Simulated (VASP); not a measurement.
Input of a VASP 6.6.1 run:

The input POSCAR:

```
RbBr
1.0
    4.1260773000      0.0000000000      0.0000000000
    0.0000000000      4.1260773000      0.0000000000
    0.0000000000      0.0000000000      4.1260773000
Rb Br
1 1
Direct
    0.0000000000      0.0000000000      0.0000000000
    0.5000000000      0.5000000000      0.5000000000
```

The input INCAR.step1:

```
PREC = Accurate
ENCUT = 520
ISMEAR = -1
SIGMA = 0.05
LREAL = False
LASPH = True
NELM = 100
NBANDS = 15
GGA = PE
ALGO = Normal
EDIFF = 1E-4
LWAVE = True
LCHARG = False
```

File INCAR.step2:

```
PREC = Accurate
ENCUT = 520
EDIFF = 1E-6
ISMEAR = -1
SIGMA = 0.05
LREAL = False
LASPH = True
NELM = 100
ALGO = Normal
ISIF = 2
LWAVE = False
LCHARG = False
METAGGA = R2SCAN
LMIXTAU = True
NBANDS = 15
ISTART = 1
```

File KPOINTS:

```
Automatic mesh
0
Gamma
  10 10 10
```

Potentials or basis: VASP PAW PBE potentials, release 64 (Rb_sv, Br).

Launch:

```bash
$ cat potpaw_PBE.64/Rb_sv/POTCAR potpaw_PBE.64/Br/POTCAR > POTCAR
$ cp INCAR.step1 INCAR
$ mpirun -np 1 vasp_std > vasp.out
$ cp INCAR.step2 INCAR
$ mpirun -np 1 vasp_std > vasp.out
```

(1) What does it give for the band gap on the k mesh?

(2) Estimate the pressure.

## Answers

(1) 4.83 eV (least direct gap 4.99 eV).

(2) 0.0 GPa.

Caveat: the PAW data sets were made with another functional, which shifts forces and pressure a little.
